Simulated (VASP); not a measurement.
# HfC (Fm-3m) in VASP: single point with PBEsol

Aim: the single point of HfC with PBEsol.

Everything below comes from runs of VASP 6.6.1. Logs are shortened: lines on timing, memory, paths and dates and some standing lists are left out, and cuts for length are marked.

### Step 1. The cell of the first run

The structure is cubic, space group Fm-3m (No. 225). Conventional cell: a = 4.650 Å, b = 4.650 Å, c = 4.650 Å, α = 90.00°, β = 90.00°, γ = 90.00°. Within 3.1 Å of Hf (site symmetry m-3m) lie 6 C at 2.33 Å. C (site symmetry m-3m) has 6 Hf at 2.33 Å within 3.1 Å.

### Step 2. Single point, PBEsol

INCAR

```
SYSTEM = HfC
ALGO = Normal
EDIFF = 1E-6
ENCUT = 600
GGA = PS
GGA_COMPAT = .FALSE.
ISIF = 2
ISMEAR = 1
LASPH = .TRUE.
LCHARG = .FALSE.
LREAL = .FALSE.
LWAVE = .FALSE.
NBANDS = 14
NELM = 120
PREC = Accurate
SIGMA = 0.1
```

KPOINTS

```
k-points
0
G
  8 8 8
  0 0 0
```

POSCAR

```
HfC
1.0
    0.0000000000      2.3250000000      2.3250000000
    2.3250000000      0.0000000000      2.3250000000
    2.3250000000      2.3250000000      0.0000000000
Hf C
1 1
Direct
    0.5000000000      0.5000000000      0.5000000000
    0.0000000000      0.0000000000      0.0000000000
```

Potentials or basis: VASP PAW PBE potentials, release 64 (Hf_pv, C).

Run with:

```console
> cat potpaw_PBE.64/Hf_pv/POTCAR potpaw_PBE.64/C/POTCAR > POTCAR
> mpirun -np 1 vasp_std > vasp.out
```

OUTCAR:

```text
SYSTEM = HfC
   EDIFF = 1E-6
   ENCUT = 600
   GGA = PS
   ISIF = 2
   ISMEAR = 1
   LASPH = .TRUE.
   LREAL = .FALSE.
   NELM = 120
   PREC = Accurate

 ion  position               nearest neighbor table
   1  0.500  0.500  0.500-   2 2.33   2 2.33   2 2.33   2 2.33   2 2.33   2 2.33
   2  0.000  0.000  0.000-   1 2.33   1 2.33   1 2.33   1 2.33   1 2.33   1 2.33

  LATTYP: Found a face centered cubic cell.
 ALAT       =     4.6500000000

  Lattice vectors:

 A1 = (   0.0000000000,   2.3250000000,   2.3250000000)
 A2 = (   2.3250000000,   0.0000000000,   2.3250000000)
 A3 = (   2.3250000000,   2.3250000000,   0.0000000000)

Analysis of symmetry for initial positions (statically):
=====================================================================
 Subroutine PRICEL returns:
 Original cell was already a primitive cell.

 Routine SETGRP: Setting up the symmetry group for a
 face centered cubic supercell.

 Subroutine GETGRP returns: Found 48 space group operations
 (whereof 48 operations were pure point group operations)
 out of a pool of 48 trial point group operations.

The static configuration has the point symmetry O_h .

Analysis of symmetry for dynamics (positions and initial velocities):
=====================================================================
 Subroutine PRICEL returns:
 Original cell was already a primitive cell.

 Routine SETGRP: Setting up the symmetry group for a
 face centered cubic supercell.

 Subroutine GETGRP returns: Found 48 space group operations
 (whereof 48 operations were pure point group operations)
 out of a pool of 48 trial point group operations.

The dynamic configuration has the point symmetry O_h .

 Subroutine INISYM returns: Found 48 space group operations
 (whereof 48 operations are pure point group operations),
 and found     1 'primitive' translations

----------------------------------------------------------------------------------------

                                     Primitive cell

  volume of cell :      25.1362

  direct lattice vectors                    reciprocal lattice vectors
     0.000000000  2.325000000  2.325000000    -0.215053763  0.215053763  0.215053763
     2.325000000  0.000000000  2.325000000     0.215053763 -0.215053763  0.215053763
     2.325000000  2.325000000  0.000000000     0.215053763  0.215053763 -0.215053763

  length of vectors
     3.288046533  3.288046533  3.288046533     0.372484045  0.372484045  0.372484045

  position of ions in fractional coordinates (direct lattice)
     0.500000000  0.500000000  0.500000000
     0.000000000  0.000000000  0.000000000

  ion indices of the primitive-cell ions
   primitive index   ion index
                 1           1
                 2           2

----------------------------------------------------------------------------------------

 KPOINTS: k-points

Automatic generation of k-mesh.
 Grid dimensions read from file:
 generate k-points for:    8    8    8

 Generating k-lattice:

  Cartesian coordinates                     Fractional coordinates (reciprocal lattice)
    -0.026881720  0.026881720  0.026881720     0.125000000  0.000000000  0.000000000
     0.026881720 -0.026881720  0.026881720     0.000000000  0.125000000  0.000000000
     0.026881720  0.026881720 -0.026881720     0.000000000  0.000000000  0.125000000

  Length of vectors
     0.046560506  0.046560506  0.046560506

  Shift w.r.t. Gamma in fractional coordinates (k-lattice)
     0.000000000  0.000000000  0.000000000

 Subroutine IBZKPT returns following result:
 ===========================================

 Found     29 irreducible k-points:

 Following reciprocal coordinates:
            Coordinates               Weight
  0.000000  0.000000  0.000000      1.000000
  0.125000  0.000000  0.000000      8.000000
  0.250000  0.000000  0.000000      8.000000
  0.375000  0.000000  0.000000      8.000000
  0.500000  0.000000  0.000000      4.000000
  0.125000  0.125000  0.000000      6.000000
[... 16 lines left out ...]
  0.500000  0.250000  0.125000     48.000000
 -0.375000  0.250000  0.125000     24.000000
 [... further k-points ...]
   k-points           NKPTS =     29   k-points in BZ     NKDIM =     29   number of bands    NBANDS=     14
   number of dos      NEDOS =    301   number of ions     NIONS =      2
   total plane-waves  NPLWV =  21952
   dimension x,y,z NGX =    28 NGY =   28 NGZ =   28
   dimension x,y,z NGXF=    56 NGYF=   56 NGZF=   56
   ions per type =               1   1
   NGX,Y,Z   is equivalent  to a cutoff of  14.16, 14.16, 14.16 a.u.
   NGXF,Y,Z  is equivalent  to a cutoff of  28.31, 28.31, 28.31 a.u.
 SYSTEM =  HfC
   PREC   = accura    normal or accurate (medium, high low for compatibility)
   ISTART =      0    job   : 0-new  1-cont  2-samecut
   ICHARG =      2    charge: 1-file 2-atom 10-const
   ISPIN  =      1    spin polarized calculation?
   LNONCOLLINEAR =      F non collinear calculations
   LSORBIT =      F    spin-orbit coupling
   LASPH  =      T    aspherical Exc in radial PAW
   ENCUT  =  600.0 eV  44.10 Ry    6.64 a.u.   6.57  6.57  6.57*2*pi/ulx,y,z
   NELM   =    120;   NELMIN=  2; NELMDL= -5     # of ELM steps
   EDIFF  = 0.1E-05   stopping-criterion for ELM
   LREAL  =      F    real-space projection
   EDIFFG = 0.1E-04   stopping-criterion for IOM
   NSW    =      0    number of steps for IOM
   IBRION =     -1    ionic relax: 0-MD 1-quasi-New 2-CG
   NFREE  =      0    steps in history (QN), initial steepest desc. (CG)
   ISIF   =      2    stress and relaxation
   ISYM   =      2    0-nonsym 1-usesym 2-fastsym
   POTIM  = 0.5000    time-step for ionic-motion
   TEBEG  =    0.0;   TEEND  =   0.0 temperature during run
   PSTRESS=    0.0 pullay stress
   NELECT =      14.0000    total number of electrons
   NUPDOWN=      -1.0000    fix difference up-down
   EMIN   =  10.00;   EMAX   =-10.00  energy-range for DOS
   EFERMI =   0.00;   METHOD = LEGACY
   ISMEAR =     1;   SIGMA  =   0.10  broadening in eV -4-tet -1-fermi 0-gaus
   EFERMI_NEDOS =   21; number of points for ismear=-14 and -15
   IALGO  =     38    algorithm
   IMIX   =      4    mixing-type and parameters
     AMIX     =   0.40;   BMIX     =  1.00
     AMIX_MAG =   1.60;   BMIX_MAG =  1.00
  volume/ion in A,a.u.               =      12.57        84.81
  Fermi-wavevector in a.u.,A,eV,Ry     =   1.346949  2.545365 24.684672  1.814272
  Thomas-Fermi vector in A             =   2.474740
   LORBIT       =      0    0 simple, 1 ext, 2 COOP (PROOUT), +10 PAW based schemes
   GGA     = PS    functional components
   LHFCALC =     F    Hartree Fock is set to
   AEXX    =    0.0000 exact exchange contribution
   IVDW    =     0    specifies the selected vdW correction
   LEPSILON=     F    determine dielectric tensor
   LRPA    =     F    only Hartree local field effects (RPA)
 non-spin polarized calculation
 Methfessel and Paxton  Order N= 1 SIGMA  =   0.10
  energy-cutoff  :      600.00
  volume of cell :       25.14
 maximum number of plane-waves:       869
 NGX is ok and might be reduce to    28
   NGX = 13   NGY = 13   NGZ = 13

 number of electron      14.0000000 magnetization

 Free energy of the ion-electron system (eV)
  ---------------------------------------------------
  ext. energy  EPLUGINS =         0.00000000
  ---------------------------------------------------
  free energy    TOTEN  =       -22.17627404 eV

  energy without entropy =      -22.17573380  energy(sigma->0) =      -22.17609396

 E-fermi :   5.7457     XC(G=0): -12.4202

 val. band max:        5.7296927132   @ k =   0.5000   0.5000   0.0000
 cond. band min:       5.7883449623   @ k =   0.1250   0.1250   0.0000
 fundamental gap:      0.0586522491
 Fermi energy:         5.7456639880

 k-point     1 :       0.0000    0.0000    0.0000
  band No.  band energies     occupation
      1     -23.6960      2.00000
      2     -23.6960      2.00000
      3     -23.6960      2.00000
      4      -6.4811      2.00000
      5       6.8361     -0.00000
      6       6.8361     -0.00000
      7       6.8361     -0.00000
      8       7.1499     -0.00000
      9       7.1499     -0.00000
     10       7.1499     -0.00000
     11       9.1692      0.00000
     12       9.1692      0.00000
     13      12.6370      0.00000
     14      16.7500      0.00000

 k-point     2 :       0.1250    0.0000    0.0000
  band No.  band energies     occupation
      1     -23.8024      2.00000
      2     -23.7063      2.00000
      3     -23.7063      2.00000
      4      -6.0913      2.00000
      5       4.9981      2.00000
      6       5.5015      2.00299
      7       5.5015      2.00299
      8       7.7148     -0.00000
      9       7.7148     -0.00000
     10       8.0939      0.00000
     11      10.7483      0.00000
     12      10.7483      0.00000
     13      13.4529      0.00000
     14      17.8087      0.00000

 k-point     3 :       0.2500    0.0000    0.0000
  band No.  band energies     occupation
      1     -24.0499      2.00000
      2     -23.7310      2.00000
      3     -23.7310      2.00000
      4      -5.0416      2.00000
      5       2.7692      2.00000
      6       4.0584      2.00000
      7       4.0584      2.00000
      8       8.7735      0.00000
      9       8.8145      0.00000
     10       8.8145      0.00000
     11      13.3482      0.00000
     12      13.3482      0.00000
     13      14.8074      0.00000
     14      19.5467      0.00000

 k-point     4 :       0.3750    0.0000    0.0000
  band No.  band energies     occupation
      1     -24.2853      2.00000
      2     -23.7556      2.00000
      3     -23.7556      2.00000
      4      -3.6422      2.00000
      5       0.7670      2.00000
      6       3.1346      2.00000
      7       3.1346      2.00000
      8       9.9402      0.00000
      9      10.2691      0.00000
     10      10.2691      0.00000
     11      14.2832      0.00000
     12      15.8378      0.00000
     13      15.8378      0.00000
     14      19.5086      0.00000

 k-point     5 :       0.5000    0.0000    0.0000
  band No.  band energies     occupation
      1     -24.3797      2.00000
      2     -23.7656      2.00000
      3     -23.7656      2.00000
      4      -2.6790      2.00000
      5      -0.3673      2.00000
      6       2.8202      2.00000
      7       2.8202      2.00000
      8      11.0969      0.00000
      9      11.0969      0.00000
     10      11.5693      0.00000
     11      12.3216      0.00000
[... 276 lines left out ...]
 k-point    22 :       0.3750    0.2500    0.1250
  band No.  band energies     occupation
      1     -24.0986      2.00000
      2     -23.8589      2.00000
      3     -23.7692      2.00000
      4      -4.4933      2.00000
      5       1.8983      2.00000
      6       3.9631      2.00000
      7       4.0345      2.00000
      8       7.3807     -0.00000
      9      10.7803      0.00000
     10      10.7850      0.00000
     11      11.6553      0.00000
     12      14.2180      0.00000
     13      17.0227      0.00000
     14      19.5436      0.00000

 k-point    23 :       0.5000    0.2500    0.1250
  band No.  band energies     occupation
      1     -24.2237      2.00000
      2     -23.9258      2.00000
      3     -23.8042      2.00000
      4      -3.6720      2.00000
      5       1.1559      2.00000
      6       3.2041      2.00000
      7       3.5543      2.00000
      8       8.3994      0.00000
      9      11.2026      0.00000
     10      11.4874      0.00000
     11      13.1266      0.00000
     12      15.1245      0.00000
     13      17.4894      0.00000
     14      18.7641      0.00000

 k-point    24 :      -0.3750    0.2500    0.1250
  band No.  band energies     occupation
      1     -24.2775      2.00000
      2     -23.9439      2.00000
      3     -23.8250      2.00000
      4      -3.2830      2.00000
      5       0.8002      2.00000
      6       3.0415      2.00000
      7       3.3272      2.00000
      8       9.6781      0.00000
      9       9.9850      0.00000
     10      11.8202      0.00000
     11      14.6880      0.00000
     12      15.3285      0.00000
     13      16.7923      0.00000
     14      19.0222      0.00000

 [... further k-points ...]
[... 5 lines left out ...]
  --------------------------------------------------------------------------------------
  -------------------------------------------------------------------------------------
  Total       -1.1053969     -1.1053969     -1.1053969      0.0000000     -0.0000000     -0.0000000
  in kB      -70.4579431    -70.4579431    -70.4579431      0.0000000     -0.0000000     -0.0000000
  external PRESSURE =     -70.4579431 kB  Pullay stress =       0.0000000 kB

 VOLUME and BASIS-vectors are now :
 -----------------------------------------------------------------------------
  energy-cutoff  :      600.00
  volume of cell :       25.14
      direct lattice vectors                 reciprocal lattice vectors
     0.000000000  2.325000000  2.325000000    -0.215053763  0.215053763  0.215053763
     2.325000000  0.000000000  2.325000000     0.215053763 -0.215053763  0.215053763
     2.325000000  2.325000000  0.000000000     0.215053763  0.215053763 -0.215053763

 POSITION                                       TOTAL-FORCE (eV/Angst)
 -----------------------------------------------------------------------------------
      2.32500      2.32500      2.32500        -0.000000     -0.000000     -0.000000
      0.00000      0.00000      0.00000         0.000000      0.000000      0.000000
 -----------------------------------------------------------------------------------
    total drift:                                0.000000      0.000000      0.000000

  FREE ENERGIE OF THE ION-ELECTRON SYSTEM (eV)
  ---------------------------------------------------
  free  energy   TOTEN  =       -22.1762740434 eV

  energy  without entropy=      -22.1757337973  energy(sigma->0) =      -22.17609396
```

Run time: 25 s. Hardware: 1 thread of AMD EPYC 7R43 (Zen 3), shared host; peak memory 0.13 GiB.

What came out:

| Quantity | Value |
| --- | --- |
| Free energy | -22.1763 eV |
| Pressure | -7.0 GPa |
| Band gap on the k mesh | zero (bands 7 and 8 overlap by 1.45 eV) |

Levels at points of the mesh, in eV from the Fermi level:
```csv
k point,band 3,band 4,band 5,band 6,band 7,band 8,band 9,band 10,band 11,band 12
"(0.00, 0.00, 0.00)",-29.44,-12.23,1.09,1.09,1.09,1.40,1.40,1.40,3.42,3.42
"(0.50, 0.00, 0.00)",-29.51,-8.42,-6.11,-2.93,-2.93,5.35,5.35,5.82,6.58,11.48
"(0.50, 0.50, 0.00)",-29.68,-10.30,-2.52,-1.77,-0.02,-0.02,5.36,6.78,6.78,8.40
```

Caveat: the cell stands under tension; the PAW data sets were made with another functional, which shifts forces and pressure a little; spin-orbit coupling is left out, which moves the levels of the heavy elements.
